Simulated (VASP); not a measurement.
Input of a VASP 6.6.1 run:

Contents of INCAR:

```
  PREC = Accurate
  ENCUT = 520
  EDIFF = 1E-6
  ISMEAR = 0
  SIGMA = 0.05
  LREAL = False
  LASPH = True
  NELM = 150
  ALGO = Normal
  ISIF = 2
  LWAVE = False
  LCHARG = True
  ISPIN = 2
  MAGMOM = 0 0 0 0 2 0 0 0 0
  LORBIT = 11
  LDIPOL = True
  IDIPOL = 3
  DIPOL = 0.5 0.5 0.351
  GGA = PE
  LELF = True
  LVHAR = True
  LVACPOTAV = True
  NBANDS = 32
```

KPOINTS

```
regular mesh
0
Gamma
  9 9 1
```

Contents of POSCAR:

```
Si4C5
1.0
    3.0920147208      0.0000000000      0.0000000000
   -1.5460073604      2.6777632971      0.0000000000
    0.0000000000      0.0000000000     25.2337106667
C Si
5 4
Direct
    0.3333333333      0.6666666667      0.1585181051
    0.6666666667      0.3333333333      0.2590546646
    0.3333333333      0.6666666667      0.3607902149
    0.6666666667      0.3333333333      0.4623551549
    0.6666666667      0.3333333333      0.5811159072
    0.6666666667      0.3333333333      0.1834768895
    0.3333333333      0.6666666667      0.2840134490
    0.6666666667      0.3333333333      0.3842867907
    0.3333333333      0.6666666667      0.4848161584
```

Potentials or basis: VASP PAW PBE potentials, release 64 (C, Si).

Command:

```console
$ cat potpaw_PBE.64/C/POTCAR potpaw_PBE.64/Si/POTCAR > POTCAR
$ mpirun -np 1 vasp_std > vasp.out
```

Task: Predict the largest force.

Result: 2.863 eV/Å.

Task: Estimate the site moments.

Result: C +0.00, +0.01, +0.02, +0.51 (each value once); Si -0.00, +0.01, -0.04 (each value once) μB.

Task: Estimate the net moment.

Result: 0.99 μB per cell.

Forces on the atoms (eV/Å):
```
C    0.000  0.000  2.373
C    0.000  0.000  1.135
C    0.000  0.000 -0.077
C    0.000  0.000 -0.712
C    0.000  0.000 -1.222
Si   0.000  0.000 -2.863
Si   0.000  0.000 -0.625
Si   0.000  0.000  0.191
Si   0.000  0.000  1.800
```
